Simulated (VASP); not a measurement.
# Sr2HfF3 (P6/mmm) in VASP: further runs

The runs below take Sr2HfF3 through single point, relaxation of cell and atoms, with PBE.

All numbers are computed with VASP 6.6.1; they aren't measurements. Logs are shortened: lines on timing, memory, paths and dates and some standing lists are left out, and cuts for length are marked.

### Step 1. The cell of the first run

It takes space group P6/mmm (No. 191, hexagonal). The conventional cell has a = 6.710 Å, b = 6.710 Å, c = 3.288 Å, α = 90.00°, β = 90.00°, γ = 120.00°. Within 3.4 Å of Sr (site symmetry -6m2) lie 6 F at 2.54 Å and 2 Sr at 3.29 Å. Hf (site symmetry 6/mmm) has 2 Hf at 3.29 Å and 12 F at 3.74 Å and 6 Sr at 3.87 Å within 4.3 Å. Within 3.4 Å of F (site symmetry mmm) lie 4 Sr at 2.54 Å and 6 F at 3.29 to 3.35 Å.

### Step 2. Single point, PBE

Input file INCAR:

```
PREC = Accurate
ENCUT = 520
EDIFF = 1E-6
ISMEAR = 0
SIGMA = 0.1
LREAL = F
LASPH = T
NELM = 100
ALGO = Normal
ISIF = 2
LWAVE = F
LCHARG = T
GGA = PE
LELF = T
LVHAR = T
NBANDS = 34
```

Input file KPOINTS:

```
Automatic mesh
0
Gamma
  3 3 6
```

Input file POSCAR:

```
Sr2HfF3
1.0
    6.7097209461      0.0000000000      0.0000000000
   -3.3548604730      5.8107887916      0.0000000000
    0.0000000000      0.0000000000      3.2876966245
Sr Hf F
2 1 3
Direct
    0.3333333333      0.6666666667      0.0000000000
    0.6666666667      0.3333333333      0.0000000000
    0.0000000000      0.0000000000      0.0000000000
    0.5000000000      0.0000000000      0.5000000000
    0.5000000000      0.5000000000      0.5000000000
    0.0000000000      0.5000000000      0.5000000000
```

Potentials or basis: VASP PAW PBE potentials, release 64 (Sr_sv, Hf_pv, F).

Run with:

```console
$ cat potpaw_PBE.64/Sr_sv/POTCAR potpaw_PBE.64/Hf_pv/POTCAR potpaw_PBE.64/F/POTCAR > POTCAR
$ mpirun -np 1 vasp_std > vasp.out
```

OUTCAR:

```text
PREC = Accurate
   ENCUT = 520
   EDIFF = 1E-6
   ISMEAR = 0
   LREAL = F
   LASPH = T
   NELM = 100
   ISIF = 2
   GGA = PE

 ion  position               nearest neighbor table
   1  0.333  0.667  0.000-   4 2.54   4 2.54   6 2.54   6 2.54   5 2.54   5 2.54   3 3.87   2 3.87
                             2 3.87   3 3.87   3 3.87   2 3.87   2 5.08   2 5.08   2 5.08   2 5.08
   2  0.667  0.333  0.000-   4 2.54   4 2.54   6 2.54   6 2.54   5 2.54   5 2.54   3 3.87   1 3.87
                             1 3.87   3 3.87   3 3.87   1 3.87   1 5.08   1 5.08   1 5.08   1 5.08
   3  0.000  0.000  0.000-   1 3.87   2 3.87   1 3.87   2 3.87   2 3.87   1 3.87
   4  0.500  0.000  0.500-   1 2.54   2 2.54   1 2.54   2 2.54
   5  0.500  0.500  0.500-   1 2.54   2 2.54   1 2.54   2 2.54
   6  0.000  0.500  0.500-   1 2.54   2 2.54   1 2.54   2 2.54

  LATTYP: Found a hexagonal cell.
 ALAT       =     6.7097209461
 C/A-ratio  =     0.4899900683

  Lattice vectors:

 A1 = (   6.7097209461,   0.0000000000,   0.0000000000)
 A2 = (  -3.3548604730,   5.8107887916,   0.0000000000)
 A3 = (   0.0000000000,   0.0000000000,   3.2876966245)

Analysis of symmetry for initial positions (statically):
=====================================================================
 Subroutine PRICEL returns:
 Original cell was already a primitive cell.

 Routine SETGRP: Setting up the symmetry group for a
 hexagonal supercell.

 Subroutine GETGRP returns: Found 24 space group operations
 (whereof 24 operations were pure point group operations)
 out of a pool of 24 trial point group operations.

The static configuration has the point symmetry D_6h.

Analysis of symmetry for dynamics (positions and initial velocities):
=====================================================================
 Subroutine PRICEL returns:
 Original cell was already a primitive cell.

 Routine SETGRP: Setting up the symmetry group for a
 hexagonal supercell.

 Subroutine GETGRP returns: Found 24 space group operations
 (whereof 24 operations were pure point group operations)
 out of a pool of 24 trial point group operations.

The dynamic configuration has the point symmetry D_6h.

 Subroutine INISYM returns: Found 24 space group operations
 (whereof 24 operations are pure point group operations),
 and found     1 'primitive' translations

----------------------------------------------------------------------------------------

                                     Primitive cell

  volume of cell :     128.1833

  direct lattice vectors                    reciprocal lattice vectors
     6.709720946  0.000000000  0.000000000     0.149037495  0.086046838  0.000000000
    -3.354860473  5.810788792  0.000000000     0.000000000  0.172093675  0.000000000
     0.000000000  0.000000000  3.287696625     0.000000000  0.000000000  0.304164318

  length of vectors
     6.709720946  6.709720946  3.287696625     0.172093675  0.172093675  0.304164318

  position of ions in fractional coordinates (direct lattice)
     0.333333333  0.666666667  0.000000000
     0.666666667  0.333333333  0.000000000
     0.000000000  0.000000000  0.000000000
     0.500000000  0.000000000  0.500000000
     0.500000000  0.500000000  0.500000000
     1.000000000  0.500000000  0.500000000

  ion indices of the primitive-cell ions
   primitive index   ion index
                 1           1
                 2           2
                 3           3
                 4           4
                 5           5
                 6           6

----------------------------------------------------------------------------------------

 KPOINTS: Automatic mesh

Automatic generation of k-mesh.
 Grid dimensions read from file:
 generate k-points for:    3    3    6

 Generating k-lattice:

  Cartesian coordinates                     Fractional coordinates (reciprocal lattice)
     0.049679165  0.028682279  0.000000000     0.333333333 -0.000000000  0.000000000
     0.000000000  0.057364558  0.000000000     0.000000000  0.333333333  0.000000000
     0.000000000  0.000000000  0.050694053     0.000000000  0.000000000  0.166666667

  Length of vectors
     0.057364558  0.057364558  0.050694053

  Shift w.r.t. Gamma in fractional coordinates (k-lattice)
     0.000000000  0.000000000  0.000000000

 Subroutine IBZKPT returns following result:
 ===========================================

 Found     12 irreducible k-points:

 Following reciprocal coordinates:
            Coordinates               Weight
  0.000000  0.000000  0.000000      1.000000
  0.333333 -0.000000  0.000000      6.000000
  0.333333  0.333333  0.000000      2.000000
  0.000000  0.000000  0.166667      2.000000
  0.333333 -0.000000  0.166667     12.000000
  0.333333  0.333333  0.166667      4.000000
  0.000000  0.000000  0.333333      2.000000
  0.333333 -0.000000  0.333333     12.000000
  0.333333  0.333333  0.333333      4.000000
  0.000000  0.000000  0.500000      1.000000
  0.333333 -0.000000  0.500000      6.000000
  0.333333  0.333333  0.500000      2.000000
   k-points           NKPTS =     12   k-points in BZ     NKDIM =     12   number of bands    NBANDS=     34
   number of dos      NEDOS =    301   number of ions     NIONS =      6
   total plane-waves  NPLWV =  60000
   dimension x,y,z NGX =    50 NGY =   50 NGZ =   24
   dimension x,y,z NGXF=   100 NGYF=  100 NGZF=   48
   ions per type =               2   1   3
   NGX,Y,Z   is equivalent  to a cutoff of  12.39, 12.39, 12.14 a.u.
   NGXF,Y,Z  is equivalent  to a cutoff of  24.78, 24.78, 24.27 a.u.
 SYSTEM =  unknown system
   PREC   = accura    normal or accurate (medium, high low for compatibility)
   ISTART =      0    job   : 0-new  1-cont  2-samecut
   ICHARG =      2    charge: 1-file 2-atom 10-const
   ISPIN  =      1    spin polarized calculation?
   LNONCOLLINEAR =      F non collinear calculations
   LSORBIT =      F    spin-orbit coupling
   LASPH  =      T    aspherical Exc in radial PAW
   ENCUT  =  520.0 eV  38.22 Ry    6.18 a.u.  12.48 12.48  6.11*2*pi/ulx,y,z
   NELM   =    100;   NELMIN=  2; NELMDL= -5     # of ELM steps
   EDIFF  = 0.1E-05   stopping-criterion for ELM
   LREAL  =      F    real-space projection
   EDIFFG = 0.1E-04   stopping-criterion for IOM
   NSW    =      0    number of steps for IOM
   IBRION =     -1    ionic relax: 0-MD 1-quasi-New 2-CG
   NFREE  =      0    steps in history (QN), initial steepest desc. (CG)
   ISIF   =      2    stress and relaxation
   ISYM   =      2    0-nonsym 1-usesym 2-fastsym
   POTIM  = 0.5000    time-step for ionic-motion
   TEBEG  =    0.0;   TEEND  =   0.0 temperature during run
   PSTRESS=    0.0 pullay stress
   NELECT =      51.0000    total number of electrons
   NUPDOWN=      -1.0000    fix difference up-down
   EMIN   =  10.00;   EMAX   =-10.00  energy-range for DOS
   EFERMI =   0.00;   METHOD = LEGACY
   ISMEAR =     0;   SIGMA  =   0.10  broadening in eV -4-tet -1-fermi 0-gaus
   EFERMI_NEDOS =   21; number of points for ismear=-14 and -15
   IALGO  =     38    algorithm
   IMIX   =      4    mixing-type and parameters
     AMIX     =   0.40;   BMIX     =  1.00
     AMIX_MAG =   1.60;   BMIX_MAG =  1.00
  volume/ion in A,a.u.               =      21.36       144.17
  Fermi-wavevector in a.u.,A,eV,Ry     =   1.204078  2.275377 19.725764  1.449803
  Thomas-Fermi vector in A             =   2.339813
   LORBIT       =      0    0 simple, 1 ext, 2 COOP (PROOUT), +10 PAW based schemes
   GGA     = PE    functional components
   LHFCALC =     F    Hartree Fock is set to
   AEXX    =    0.0000 exact exchange contribution
   IVDW    =     0    specifies the selected vdW correction
   LEPSILON=     F    determine dielectric tensor
   LRPA    =     F    only Hartree local field effects (RPA)
 non-spin polarized calculation
 Gauss-broadening in eV      SIGMA  =   0.10
  energy-cutoff  :      520.00
  volume of cell :      128.18
 maximum number of plane-waves:      3492
 NGX is ok and might be reduce to    50
   NGX = 25   NGY = 25   NGZ = 13

 number of electron      51.0000050 magnetization

 Free energy of the ion-electron system (eV)
  ---------------------------------------------------
  ext. energy  EPLUGINS =         0.00000000
  ---------------------------------------------------
  free energy    TOTEN  =       -30.60036344 eV

  energy without entropy =      -30.56920964  energy(sigma->0) =      -30.58478654

 E-fermi :   3.6115     XC(G=0):  -9.2093

 val. band max:        3.5633354840   @ k =   0.0000   0.0000   0.5000
 cond. band min:       3.6491328926   @ k =   0.3333  -0.0000   0.1667
 fundamental gap:      0.0857974085
 Fermi energy:         3.6114608210

 k-point     1 :       0.0000    0.0000    0.0000
  band No.  band energies     occupation
      1     -33.0294      2.00000
      2     -32.9806      2.00000
      3     -28.2324      2.00000
      4     -28.2324      2.00000
      5     -27.6063      2.00000
      6     -21.7458      2.00000
[... 26 lines left out ...]
     33       6.3371      0.00000
     34       7.0198      0.00000

 k-point     2 :       0.3333   -0.0000    0.0000
  band No.  band energies     occupation
      1     -33.0192      2.00000
      2     -32.9910      2.00000
      3     -28.2324      2.00000
      4     -28.2323      2.00000
      5     -27.6063      2.00000
      6     -21.7461      2.00000
[... 26 lines left out ...]
     33       6.3901      0.00000
     34       6.9771      0.00000

 k-point     3 :       0.3333    0.3333    0.0000
  band No.  band energies     occupation
      1     -33.0051      2.00000
      2     -33.0051      2.00000
      3     -28.2324      2.00000
      4     -28.2324      2.00000
      5     -27.6063      2.00000
      6     -21.7465      2.00000
[... 26 lines left out ...]
     33       6.3869      0.00000
     34       6.9232      0.00000

 k-point     4 :       0.0000    0.0000    0.1667
  band No.  band energies     occupation
      1     -32.9954      2.00000
      2     -32.9514      2.00000
      3     -28.2258      2.00000
      4     -28.2258      2.00000
      5     -27.6756      2.00000
      6     -21.7014      2.00000
[... 26 lines left out ...]
     33       7.1160      0.00000
     34       7.3962      0.00000

 k-point     5 :       0.3333   -0.0000    0.1667
  band No.  band energies     occupation
      1     -32.9861      2.00000
      2     -32.9607      2.00000
      3     -28.2259      2.00000
      4     -28.2258      2.00000
      5     -27.6756      2.00000
      6     -21.7015      2.00000
[... 26 lines left out ...]
     33       6.6787      0.00000
     34       7.3367      0.00000

 k-point     6 :       0.3333    0.3333    0.1667
  band No.  band energies     occupation
      1     -32.9735      2.00000
      2     -32.9735      2.00000
      3     -28.2258      2.00000
      4     -28.2258      2.00000
      5     -27.6756      2.00000
      6     -21.7021      2.00000
[... 26 lines left out ...]
     33       6.4380      0.00000
     34       7.1094      0.00000

 k-point     7 :       0.0000    0.0000    0.3333
  band No.  band energies     occupation
      1     -32.9261      2.00000
      2     -32.8920      2.00000
      3     -28.2127      2.00000
      4     -28.2127      2.00000
      5     -27.8116      2.00000
      6     -21.7643      2.00000
[... 26 lines left out ...]
     33       7.0782      0.00000
     34       7.7755      0.00000

 k-point     8 :       0.3333   -0.0000    0.3333
  band No.  band energies     occupation
      1     -32.9189      2.00000
      2     -32.8992      2.00000
      3     -28.2127      2.00000
      4     -28.2126      2.00000
      5     -27.8116      2.00000
      6     -21.7326      2.00000
[... 26 lines left out ...]
     33       7.3792      0.00000
     34       7.6360      0.00000

 k-point     9 :       0.3333    0.3333    0.3333
  band No.  band energies     occupation
      1     -32.9091      2.00000
      2     -32.9091      2.00000
      3     -28.2126      2.00000
      4     -28.2126      2.00000
      5     -27.8116      2.00000
      6     -21.6883      2.00000
[... 26 lines left out ...]
     33       7.7752      0.00000
     34       7.7807      0.00000

 k-point    10 :       0.0000    0.0000    0.5000
  band No.  band energies     occupation
      1     -32.8908      2.00000
      2     -32.8619      2.00000
      3     -28.2061      2.00000
      4     -28.2061      2.00000
      5     -27.8783      2.00000
      6     -21.8277      2.00000
[... 26 lines left out ...]
     33       6.4074      0.00000
     34       8.5816      0.00000

 k-point    11 :       0.3333   -0.0000    0.5000
  band No.  band energies     occupation
      1     -32.8847      2.00000
      2     -32.8680      2.00000
      3     -28.2061      2.00000
      4     -28.2060      2.00000
      5     -27.8783      2.00000
      6     -21.7745      2.00000
[... 26 lines left out ...]
     33       7.1087      0.00000
     34       8.3112      0.00000

 k-point    12 :       0.3333    0.3333    0.5000
  band No.  band energies     occupation
      1     -32.8764      2.00000
      2     -32.8764      2.00000
      3     -28.2060      2.00000
      4     -28.2060      2.00000
      5     -27.8783      2.00000
      6     -21.6994      2.00000
[... 26 lines left out ...]
     33       7.5836      0.00000
     34       7.7655      0.00000

------------------------ aborting loop because EDIFF is reached ----------------------------------------

  FORCE on cell =-STRESS in cart. coord.  units (eV):
  Direction    XX          YY          ZZ          XY          YZ          ZX
  --------------------------------------------------------------------------------------
  -------------------------------------------------------------------------------------
  Total        0.1041509      0.1041509      0.1061044      0.0000000     -0.0000000      0.0000000
  in kB        1.3017942      1.3017942      1.3262118      0.0000000     -0.0000000      0.0000000
  external PRESSURE =       1.3099334 kB  Pullay stress =       0.0000000 kB

 VOLUME and BASIS-vectors are now :
 -----------------------------------------------------------------------------
  energy-cutoff  :      520.00
  volume of cell :      128.18
      direct lattice vectors                 reciprocal lattice vectors
     6.709720946  0.000000000  0.000000000     0.149037495  0.086046838  0.000000000
    -3.354860473  5.810788792  0.000000000     0.000000000  0.172093675  0.000000000
     0.000000000  0.000000000  3.287696625     0.000000000  0.000000000  0.304164318

 POSITION                                       TOTAL-FORCE (eV/Angst)
 -----------------------------------------------------------------------------------
     -0.00000      3.87386      0.00000        -0.000000     -0.000000      0.000000
      3.35486      1.93693      0.00000        -0.000000      0.000000      0.000000
      0.00000      0.00000      0.00000         0.000000      0.000000      0.000000
      3.35486      0.00000      1.64385         0.000000      0.000000      0.000000
      1.67743      2.90539      1.64385         0.000000      0.000000      0.000000
     -1.67743      2.90539      1.64385         0.000000      0.000000      0.000000
 -----------------------------------------------------------------------------------
    total drift:                               -0.000000     -0.000000      0.000000

  FREE ENERGIE OF THE ION-ELECTRON SYSTEM (eV)
  ---------------------------------------------------
  free  energy   TOTEN  =       -30.6003634439 eV

  energy  without entropy=      -30.5692096418  energy(sigma->0) =      -30.58478654
```

Wall time 56 s (1 thread of AMD EPYC 7R43 (Zen 3), shared host); peak memory 0.21 GiB.

What came out:

- Free energy: -30.6004 eV
- Pressure: 0.1 GPa

Caveat: the k points lie up to 0.36 Å⁻¹ apart; spin-orbit coupling is left out, which moves the levels of the heavy elements; an odd number of electrons without spin polarisation forces a metal; a magnetic or distorted state may lie lower.

### Step 3. Relaxation of cell and atoms, PBE

This run uses another cell than the first one, of 19.09 Å³/atom, 0.893 times its volume.

Input file INCAR:

```
SYSTEM = Sr2HfF3
ALGO = Normal ; EDIFF = 1E-6
EDIFFG = -0.04 ; ENCUT = 600
GGA = PE ; IBRION = 2
ISIF = 3 ; ISMEAR = 0
LASPH = .TRUE. ; LCHARG = .FALSE.
LREAL = .FALSE. ; LWAVE = .FALSE.
NELM = 80 ; NSW = 90
PREC = Accurate ; SIGMA = 0.1
```

Input file KPOINTS:

```
k-points
0
G
  3 3 6
  0 0 0
```

Edit POSCAR of step 2 so:

```diff
@@ -2,5 +2,5 @@
 1.0
-    6.7097209461      0.0000000000      0.0000000000
-   -3.3548604730      5.8107887916      0.0000000000
-    0.0000000000      0.0000000000      3.2876966245
+    6.0106077584      0.0000000000      0.0000000000
+   -3.0053038792      5.2053390109      0.0000000000
+    0.0000000000      0.0000000000      3.6599665458
 Sr Hf F
```

Potentials or basis: VASP PAW PBE potentials, release 64 (Sr_sv, Hf_pv, F).

Run with:

```console
$ cat potpaw_PBE.64/Sr_sv/POTCAR potpaw_PBE.64/Hf_pv/POTCAR potpaw_PBE.64/F/POTCAR > POTCAR
$ mpirun -np 1 vasp_std > vasp.out
```

It took 2.9 min on 1 thread of AMD EPYC 7R43 (Zen 3), shared host; peak memory 0.24 GiB.

It converged, with:

```yaml
Free_energy: -30.5877 eV
Relaxed_volume: 21.40 Å³/atom
Relaxed_cell: a = 6.699 Å, b = 6.699 Å, c = 3.303 Å, α = 90.00°, β = 90.00°, γ = 120.00°
Space_group_after_relaxing_to_0.05_Å: P6/mmm (No. 191)
Energy_gained_by_relaxing: 118.6 meV/atom
Ionic_steps: 5
Pressure_after_relaxing: -0.1 GPa
```

Stress tensor (GPa, compression positive):
```
 0.02  0.00  0.00
 0.00  0.02  0.00
 0.00  0.00 -0.28
```

The path:
| step | energy change (eV) | largest force (eV/Å) | pressure (GPa) | volume (Å³) |
| --- | --- | --- | --- | --- |
| 1 | 0.0000 | 0.0000 | 4.47 | 114.51 |
| 2 | -0.3507 | 0.0000 | 0.70 | 123.46 |
| 3 | -0.4863 | 0.0000 | -2.09 | 132.77 |
| 4 | -0.6750 | 0.0000 | -0.87 | 130.01 |
| 5 | -0.7117 | 0.0000 | -0.08 | 128.37 |

Final structure:
```
Sr Hf F
1.0
     6.69909    0.00000    0.00000
    -3.34955    5.80159    0.00000
     0.00000    0.00000    3.30304
Sr Hf F
2 1 3
Direct
  0.33333 0.66667 0.00000
  0.66667 0.33333 0.00000
  0.00000 0.00000 0.00000
  0.50000 0.00000 0.50000
  0.50000 0.50000 0.50000
  0.00000 0.50000 0.50000
```

Levels at points of the mesh, in eV from the Fermi level:
```csv
k point,band 22,band 23,band 24,band 25,band 26,band 27,band 28,band 29,band 30
"(0.00, 0.00, 0.00)",-6.33,-6.22,-3.91,-0.69,0.08,0.08,0.91,1.08,1.08
"(0.00, 0.00, 0.50)",-6.45,-6.09,-0.87,-0.03,-0.03,0.92,0.92,1.16,1.64
```

Caveat: the k points lie up to 0.36 Å⁻¹ apart in the final cell; spin-orbit coupling is left out, which moves the levels of the heavy elements; an odd number of electrons without spin polarisation forces a metal; a magnetic or distorted state may lie lower.
